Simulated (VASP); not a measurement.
Zr: single point with PBE

The system is Zr.

```
Zr
1.0
    -1.72767    1.72767    1.86174
     1.72767   -1.72767    1.86174
     1.72767    1.72767   -1.86174
Zr
1
Direct
  0.00000 0.00000 0.00000
```

This cell differs from its parent crystal: volume 22.228 Å^3 an atom, c/a of the conventional cell 1.0776.

```json
{"Program": "VASP 6.6.1", "Task": "single point", "Functional": "PBE", "Potentials or basis": "VASP PAW PBE potentials, release 64 (Zr_sv)", "Cutoff": "500 eV", "k mesh": "20 × 20 × 20", "Occupations": "gaussian, width 0.15 eV", "Spin": "no spin polarisation"}
```

```json
{
  "Pressure": "2.7 GPa",
  "Band gap on the k mesh": "zero (band 6 reaches 10.38 eV, above the bottom of band 7 at 8.52 eV)"
}
```

Stress tensor (GPa, compression positive):
```
2.56 0.00 0.00
0.00 2.56 0.00
0.00 0.00 2.92
```

Levels at points of the mesh, in eV from the Fermi level:
```
           k point  band 3  band 4  band 5  band 6  band 7  band 8  band 9  band 10
(0.00, 0.00, 0.00)  -25.86  -25.86   -5.45    0.93    0.93    1.66    3.19     4.17
(0.50, 0.00, 0.00)  -26.19  -25.87   -2.91   -0.47    1.64    3.16    4.55     6.53
(0.50, 0.50, 0.00)  -26.25  -25.93   -2.95   -1.25    2.10    4.40    4.78     6.73
(0.50, 0.50, 0.50)  -26.56  -26.56   -2.83   -2.64    5.78    6.00    6.00     6.71
```

Run time: 52 s on 1 thread of Intel(R) Xeon(R) Platinum 8488C (Sapphire Rapids), with other jobs on the host, peak memory 0.26 GiB.
